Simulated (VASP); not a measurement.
# B3C2 (P6/mmm) in VASP: notebook

The runs below take B3C2 through single point, with PBE.

Program: VASP 6.6.1. These are calculated values, not measurements. Logs are shortened: lines on timing, memory, paths and dates and some standing lists are left out, and cuts for length are marked.

### 1 The cell of the first run

It takes space group P6/mmm (No. 191, hexagonal). The conventional cell has a = 3.946 Å, b = 3.946 Å, c = 4.317 Å, α = 90.00°, β = 90.00°, γ = 120.00°. Within 1.5 Å of B (site symmetry mmm) lie 2 C at 1.14 Å. Within 1.5 Å of C (site symmetry -6m2) lie 3 B at 1.14 Å.

The cell was built from a structure type or drawn by symmetry, and may not be a known phase.

### 2 Single point, PBE, collinear spin

The input, INCAR:

```
  ALGO = Normal
  EDIFF = 1E-6
  ENCUT = 600
  GGA = PE
  GGA_COMPAT = False
  ISIF = 2
  ISMEAR = 0
  ISPIN = 2
  LASPH = True
  LCHARG = False
  LORBIT = 11
  LREAL = False
  LWAVE = False
  MAGMOM = 0 0 0 1 1
  NBANDS = 20
  NELM = 200
  PREC = Accurate
  SIGMA = 0.1
```

The input, KPOINTS:

```
k-points
0
Gamma
  6 6 4
```

The input, POSCAR:

```
B3C2
1.0
    3.9462724500      0.0000000000      0.0000000000
   -1.9731362300      3.4175721900      0.0000000000
    0.0000000000      0.0000000000      4.3169870600
B C
3 2
Direct
    0.5000000000      0.0000000000      0.0000000000
    0.0000000000      0.5000000000      0.0000000000
    0.5000000000      0.5000000000      0.0000000000
    0.3333333300      0.6666666700      0.0000000000
    0.6666666700      0.3333333300      0.0000000000
```

Potentials or basis: VASP PAW PBE potentials, release 64 (B, C).

The run is started by

```sh
$ cat potpaw_PBE.64/B/POTCAR potpaw_PBE.64/C/POTCAR > POTCAR
$ mpirun -np 1 vasp_std > vasp.out
```

OUTCAR:

```text
EDIFF = 1E-6
   ENCUT = 600
   GGA = PE
   ISIF = 2
   ISMEAR = 0
   ISPIN = 2
   LASPH = True
   LORBIT = 11
   LREAL = False
   NELM = 200
   PREC = Accurate

 ion  position               nearest neighbor table
   1  0.500  0.000  0.000-   4 1.14   5 1.14   2 1.97   2 1.97   3 1.97   3 1.97
   2  0.000  0.500  0.000-   4 1.14   5 1.14   1 1.97   1 1.97   3 1.97   3 1.97
   3  0.500  0.500  0.000-   4 1.14   5 1.14   2 1.97   2 1.97   1 1.97   1 1.97
   4  0.333  0.667  0.000-   2 1.14   1 1.14   3 1.14
   5  0.667  0.333  0.000-   2 1.14   1 1.14   3 1.14

  LATTYP: Found a hexagonal cell.
 ALAT       =     3.9462724500
 C/A-ratio  =     1.0939404501

  Lattice vectors:

 A1 = (   3.9462724500,   0.0000000000,   0.0000000000)
 A2 = (  -1.9731362300,   3.4175721900,   0.0000000000)
 A3 = (   0.0000000000,   0.0000000000,   4.3169870600)

Analysis of symmetry for initial positions (statically):
=====================================================================
 Subroutine PRICEL returns:
 Original cell was already a primitive cell.

 Routine SETGRP: Setting up the symmetry group for a
 hexagonal supercell.

 Subroutine GETGRP returns: Found 24 space group operations
 (whereof 24 operations were pure point group operations)
 out of a pool of 24 trial point group operations.

The static configuration has the point symmetry D_6h.

Analysis of symmetry for dynamics (positions and initial velocities):
=====================================================================
 Subroutine PRICEL returns:
 Original cell was already a primitive cell.

 Routine SETGRP: Setting up the symmetry group for a
 hexagonal supercell.

 Subroutine GETGRP returns: Found 24 space group operations
 (whereof 24 operations were pure point group operations)
 out of a pool of 24 trial point group operations.

The dynamic configuration has the point symmetry D_6h.

Analysis of structural, dynamic, and magnetic symmetry:
=====================================================================
 Subroutine PRICEL returns:
 Original cell was already a primitive cell.

 Routine SETGRP: Setting up the symmetry group for a
 hexagonal supercell.

 Subroutine GETGRP returns: Found 24 space group operations
 (whereof 24 operations were pure point group operations)
 out of a pool of 24 trial point group operations.

The overall configuration has the point symmetry D_6h.

 Subroutine INISYM returns: Found 24 space group operations
 (whereof 24 operations are pure point group operations),
 and found     1 'primitive' translations

----------------------------------------------------------------------------------------

                                     Primitive cell

  volume of cell :      58.2218

  direct lattice vectors                    reciprocal lattice vectors
     3.946272450  0.000000000  0.000000000     0.253403690  0.146302689  0.000000000
    -1.973136230  3.417572190  0.000000000     0.000000000  0.292605377  0.000000000
     0.000000000  0.000000000  4.316987060     0.000000000  0.000000000  0.231643039

  length of vectors
     3.946272450  3.946272451  4.316987060     0.292605377  0.292605377  0.231643039

  position of ions in fractional coordinates (direct lattice)
     0.500000000  0.000000000  0.000000000
     0.000000000  0.500000000  0.000000000
     0.500000000  0.500000000  0.000000000
     0.333333330  0.666666670  0.000000000
     0.666666670  0.333333330  0.000000000

  ion indices of the primitive-cell ions
   primitive index   ion index
                 1           1
                 2           2
                 3           3
                 4           4
                 5           5

----------------------------------------------------------------------------------------

 KPOINTS: k-points

Automatic generation of k-mesh.
 Grid dimensions read from file:
 generate k-points for:    6    6    4

 Generating k-lattice:

  Cartesian coordinates                     Fractional coordinates (reciprocal lattice)
     0.042233948  0.024383782  0.000000000     0.166666667  0.000000000  0.000000000
     0.000000000  0.048767563  0.000000000     0.000000000  0.166666667  0.000000000
     0.000000000  0.000000000  0.057910760     0.000000000  0.000000000  0.250000000

  Length of vectors
     0.048767563  0.048767563  0.057910760

  Shift w.r.t. Gamma in fractional coordinates (k-lattice)
     0.000000000  0.000000000  0.000000000

 Subroutine IBZKPT returns following result:
 ===========================================

 Found     21 irreducible k-points:

 Following reciprocal coordinates:
            Coordinates               Weight
  0.000000  0.000000  0.000000      1.000000
  0.166667  0.000000  0.000000      6.000000
  0.333333 -0.000000  0.000000      6.000000
  0.500000  0.000000  0.000000      3.000000
  0.166667  0.166667  0.000000      6.000000
  0.333333  0.166667  0.000000     12.000000
[... 13 lines left out ...]
  0.333333  0.166667  0.500000     12.000000
  0.333333  0.333333  0.500000      2.000000
   k-points           NKPTS =     21   k-points in BZ     NKDIM =     21   number of bands    NBANDS=     20
   number of dos      NEDOS =    301   number of ions     NIONS =      5
   total plane-waves  NPLWV =  36864
   dimension x,y,z NGX =    32 NGY =   32 NGZ =   36
   dimension x,y,z NGXF=    64 NGYF=   64 NGZF=   72
   ions per type =               3   2
   NGX,Y,Z   is equivalent  to a cutoff of  13.48, 13.48, 13.86 a.u.
   NGXF,Y,Z  is equivalent  to a cutoff of  26.96, 26.96, 27.73 a.u.
 SYSTEM =  unknown system
   PREC   = accura    normal or accurate (medium, high low for compatibility)
   ISTART =      0    job   : 0-new  1-cont  2-samecut
   ICHARG =      2    charge: 1-file 2-atom 10-const
   ISPIN  =      2    spin polarized calculation?
   LNONCOLLINEAR =      F non collinear calculations
   LSORBIT =      F    spin-orbit coupling
   LASPH  =      T    aspherical Exc in radial PAW
   ENCUT  =  600.0 eV  44.10 Ry    6.64 a.u.   7.88  7.88  8.62*2*pi/ulx,y,z
   NELM   =    200;   NELMIN=  2; NELMDL= -5     # of ELM steps
   EDIFF  = 0.1E-05   stopping-criterion for ELM
   LREAL  =      F    real-space projection
   EDIFFG = 0.1E-04   stopping-criterion for IOM
   NSW    =      0    number of steps for IOM
   IBRION =     -1    ionic relax: 0-MD 1-quasi-New 2-CG
   NFREE  =      0    steps in history (QN), initial steepest desc. (CG)
   ISIF   =      2    stress and relaxation
   ISYM   =      2    0-nonsym 1-usesym 2-fastsym
   POTIM  = 0.5000    time-step for ionic-motion
   TEBEG  =    0.0;   TEEND  =   0.0 temperature during run
   PSTRESS=    0.0 pullay stress
   NELECT =      17.0000    total number of electrons
   NUPDOWN=      -1.0000    fix difference up-down
   EMIN   =  10.00;   EMAX   =-10.00  energy-range for DOS
   EFERMI =   0.00;   METHOD = LEGACY
   ISMEAR =     0;   SIGMA  =   0.10  broadening in eV -4-tet -1-fermi 0-gaus
   EFERMI_NEDOS =   21; number of points for ismear=-14 and -15
   IALGO  =     38    algorithm
   IMIX   =      4    mixing-type and parameters
     AMIX     =   0.40;   BMIX     =  1.00
     AMIX_MAG =   1.60;   BMIX_MAG =  1.00
  volume/ion in A,a.u.               =      11.64        78.58
  Fermi-wavevector in a.u.,A,eV,Ry     =   1.086082  2.052397 16.049081  1.179574
  Thomas-Fermi vector in A             =   2.222211
   LORBIT       =     11    0 simple, 1 ext, 2 COOP (PROOUT), +10 PAW based schemes
   GGA     = PE    functional components
   LHFCALC =     F    Hartree Fock is set to
   AEXX    =    0.0000 exact exchange contribution
   IVDW    =     0    specifies the selected vdW correction
   LEPSILON=     F    determine dielectric tensor
   LRPA    =     F    only Hartree local field effects (RPA)
 spin polarized calculation
 Gauss-broadening in eV      SIGMA  =   0.10
  energy-cutoff  :      600.00
  volume of cell :       58.22
 maximum number of plane-waves:      1956
 NGX is ok and might be reduce to    32
   NGX = 15   NGY = 15   NGZ = 17

 number of electron      16.9999999 magnetization       0.4133406

 Free energy of the ion-electron system (eV)
  ---------------------------------------------------
  ext. energy  EPLUGINS =         0.00000000
  ---------------------------------------------------
  free energy    TOTEN  =       -14.66898806 eV

  energy without entropy =      -14.65207807  energy(sigma->0) =      -14.66053306

 E-fermi :   4.4239     XC(G=0):  -8.1000

 val. band max:        4.4230319124   @ k =   0.3333   0.3333   0.5000
 cond. band min:       4.4251257033   @ k =   0.1667   0.1667   0.0000
 fundamental gap:      0.0020937909
 Fermi energy:         4.4238635759

 spin component 1

 k-point     1 :       0.0000    0.0000    0.0000
  band No.  band energies     occupation
      1     -15.3297      1.00000
      2     -13.1441      1.00000
      3      -7.6617      1.00000
      4      -7.6617      1.00000
      5      -6.2761      1.00000
      6      -6.1576      1.00000
[... 459 lines left out ...]
      6      -4.8658      1.00000
[... 12 lines left out ...]
     19      14.5168      0.00000
     20      14.5168      0.00000
 Fermi energy:         4.4238635759

 spin component 2

 k-point     1 :       0.0000    0.0000    0.0000
  band No.  band energies     occupation
      1     -15.2087      1.00000
      2     -13.0699      1.00000
      3      -7.5279      1.00000
      4      -7.5279      1.00000
      5      -6.1939      1.00000
      6      -6.0283      1.00000
[... 472 lines left out ...]
     19      14.6307      0.00000
     20      14.6307      0.00000

------------------------ aborting loop because EDIFF is reached ----------------------------------------

  FORCE on cell =-STRESS in cart. coord.  units (eV):
  Direction    XX          YY          ZZ          XY          YZ          ZX
  --------------------------------------------------------------------------------------
  -------------------------------------------------------------------------------------
  Total       88.4923161     88.4923160     -0.6596157     -0.0000001     -0.0000000     -0.0000000
  in kB     2435.1775698   2435.1775670    -18.1516488     -0.0000036     -0.0000000     -0.0000000
  external PRESSURE =    1617.4011627 kB  Pullay stress =       0.0000000 kB

 VOLUME and BASIS-vectors are now :
 -----------------------------------------------------------------------------
  energy-cutoff  :      600.00
  volume of cell :       58.22
      direct lattice vectors                 reciprocal lattice vectors
     3.946272450  0.000000000  0.000000000     0.253403690  0.146302689  0.000000000
    -1.973136230  3.417572190  0.000000000     0.000000000  0.292605377  0.000000000
     0.000000000  0.000000000  4.316987060     0.000000000  0.000000000  0.231643039

 POSITION                                       TOTAL-FORCE (eV/Angst)
 -----------------------------------------------------------------------------------
      1.97314      0.00000      0.00000         0.000000      0.000000      0.000000
     -0.98657      1.70879      0.00000         0.000000      0.000000      0.000000
      0.98657      1.70879      0.00000         0.000000      0.000000      0.000000
     -0.00000      2.27838      0.00000        -0.000000      0.000000      0.000000
      1.97314      1.13919      0.00000         0.000000      0.000000      0.000000
 -----------------------------------------------------------------------------------
    total drift:                               -0.000000      0.000000      0.000000

  FREE ENERGIE OF THE ION-ELECTRON SYSTEM (eV)
  ---------------------------------------------------
  free  energy   TOTEN  =       -14.6689880568 eV

  energy  without entropy=      -14.6520780681  energy(sigma->0) =      -14.66053306

 total charge

# of ion       s       p       d       tot
------------------------------------------
    1        1.075   1.958   0.000   3.033
    2        1.075   1.958   0.000   3.033
    3        1.075   1.958   0.000   3.033
    4        1.120   2.598   0.000   3.718
    5        1.120   2.598   0.000   3.718
--------------------------------------------------
tot          5.464  11.071   0.000  16.535

 magnetization (x)

# of ion       s       p       d       tot
------------------------------------------
    1        0.027   0.038   0.000   0.064
    2        0.027   0.038   0.000   0.064
    3        0.027   0.038   0.000   0.064
    4        0.001   0.020   0.000   0.020
    5        0.001   0.020   0.000   0.020
--------------------------------------------------
tot          0.082   0.152   0.000   0.234
```

It took 45 s on 1 thread of Intel Xeon Platinum 8259CL at 2.50GHz (Skylake/Cascade Lake), shared host; peak memory 0.22 GiB.

What came out:

```yaml
Free_energy: -14.6690 eV
Pressure: 161.7 GPa
Net_moment: 0.41 μB per cell
Site_moments: B +0.06; C +0.02 μB
Valence_electrons_inside_the_program's_atomic_spheres: B 3.03; C 3.72
```

Stress tensor (GPa, compression positive):
```
243.52   0.00   0.00
  0.00 243.52   0.00
  0.00   0.00  -1.82
```

Caveat: the k points lie up to 0.36 Å⁻¹ apart; this functional lacks dispersion, which binds the layers, so the pressure and a relaxed spacing across them are unreliable.

[end of part 1 of 2]
